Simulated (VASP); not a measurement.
ZrB2: relaxation of cell and atoms with PBE

ZrB2:

```xyz
6
Lattice="-2.0831 2.0831 3.7653 2.0831 -2.0831 3.7653 2.0831 2.0831 -3.7653" Properties=species:S:1:pos:R:3 pbc="T T T"
Zr    0.0000    0.0000    1.4410
Zr    0.0000    0.0000    6.0897
B     0.8372    2.0831    0.0000
B     1.2458    0.0000    3.7653
B     0.0000    1.2458    3.7653
B     2.0831    0.8372    0.0000
```

```yaml
Program: VASP 6.6.1
Task: relaxation of cell and atoms
Functional: PBE
Potentials_or_basis: VASP PAW PBE potentials, release 64 (Zr_sv, B)
Cutoff: 600 eV
k_mesh: 12 × 12 × 12
Occupations: gaussian, width 0.1 eV
Spin: no spin polarisation
Dipole_correction: no
Further_INCAR_settings: ALGO = Normal; EDIFF = 1e-06; IBRION = 2; EDIFFG = -0.01; NSW = 100; ISIF = 3
```

```
Relaxed volume                         : 10.90 Å³/atom
Relaxed cell                           : a = 4.784 Å, b = 4.784 Å, c = 4.784 Å, α = 128.40°, β = 128.40°, γ = 75.97°
Space group after relaxing (to 0.05 Å) : I4/mmm (No. 139)
Energy gained by relaxing              : 0.0 meV/atom
Ionic steps                            : 5
Pressure after relaxing                : 0.0 GPa
Largest force after relaxing           : 0.009 eV/Å
Band gap on the k mesh                 : zero (band 18 reaches 10.44 eV, above the bottom of band 19 at 9.31 eV)
```

Forces in eV/Å, atoms in the order of the input:
```
Zr   0.000  0.000 -0.003
Zr   0.000  0.000  0.003
B   -0.009  0.000  0.000
B    0.009  0.000  0.000
B    0.000  0.009  0.000
B    0.000 -0.009  0.000
```

The path:
```
step  energy change (eV)  largest force (eV/Å)  pressure (GPa)  volume (Å³)
   1              0.0000                0.0214            0.09        65.35
   2             -0.0001                0.0286           -0.06        65.41
   3             -0.0002                0.0137           -0.02        65.40
   4             -0.0002                0.0130           -0.02        65.40
   5             -0.0002                0.0090            0.01        65.39
```

Final structure:
```
CELL_PARAMETERS angstrom
-2.08212 2.08212 3.77081
2.08212 -2.08212 3.77081
2.08212 2.08212 -3.77081
ATOMIC_POSITIONS crystal
Zr 0.19124 0.19124 0.00000
Zr 0.80876 0.80876 0.00000
B 0.50000 0.20091 0.70091
B 0.50000 0.79909 0.29909
B 0.79909 0.50000 0.29909
B 0.20091 0.50000 0.70091
```

Levels at points of the mesh, in eV from the Fermi level:
| k point | band 15 | band 16 | band 17 | band 18 | band 19 | band 20 | band 21 | band 22 |
| --- | --- | --- | --- | --- | --- | --- | --- | --- |
| (0.00, 0.00, 0.00) | -3.80 | -3.38 | -0.94 | 0.77 | 0.77 | 3.07 | 3.77 | 3.77 |
| (0.50, 0.00, 0.00) | -4.15 | -2.81 | -1.22 | -0.58 | 2.02 | 2.46 | 2.58 | 3.15 |
| (0.50, 0.50, 0.00) | -2.60 | -0.98 | -0.67 | -0.51 | 0.53 | 0.91 | 1.05 | 2.27 |
| (0.50, 0.50, 0.50) | -1.66 | -0.81 | -0.35 | -0.35 | -0.16 | -0.16 | 0.65 | 0.92 |

Wall time 17 min on 1 thread of Oxide Virtual Turin-like Processor, on a shared host, peak memory 0.39 GiB.
